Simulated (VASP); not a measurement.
Here is a VASP 6.6.1 calculation.

Contents of INCAR:

```
PREC = Accurate ; ENCUT = 520
EDIFF = 1E-7 ; ISMEAR = 0
SIGMA = 0.02 ; LREAL = False
LASPH = True ; NELM = 60
ALGO = Normal ; ISIF = 2
LWAVE = False ; LCHARG = False
LDIPOL = True ; IDIPOL = 3
DIPOL = 0.5 0.5 0.500 ; GGA = PE
IVDW = 12 ; NBANDS = 20
```

The input KPOINTS:

```
Automatic mesh
0
Gamma
  9 9 1
```

The input POSCAR:

```
Te2Mo
1.0
    3.2240000000      0.0000000000      0.0000000000
   -1.6120000000      2.7920659018      0.0000000000
    0.0000000000      0.0000000000     33.2698832047
Te Mo
2 1
Direct
    0.3333333333      0.6666666667      0.4397052287
    0.3333333333      0.6666666667      0.5602947713
    0.6666666667      0.3333333333      0.5000000000
```

Potentials or basis: VASP PAW PBE potentials, release 64 (Te, Mo_sv).

The run is started by

```console
$ cat potpaw_PBE.64/Te/POTCAR potpaw_PBE.64/Mo_sv/POTCAR > POTCAR
$ mpirun -np 1 vasp_std > vasp.out
```

(1) Predict the band gap on the k mesh.

(2) Predict the largest force.

Results:

(1) 0.14 eV, indirect (least direct gap 0.61 eV).

(2) 0.896 eV/Å.

Caveat: spin-orbit coupling is left out, which moves the levels of the heavy elements.
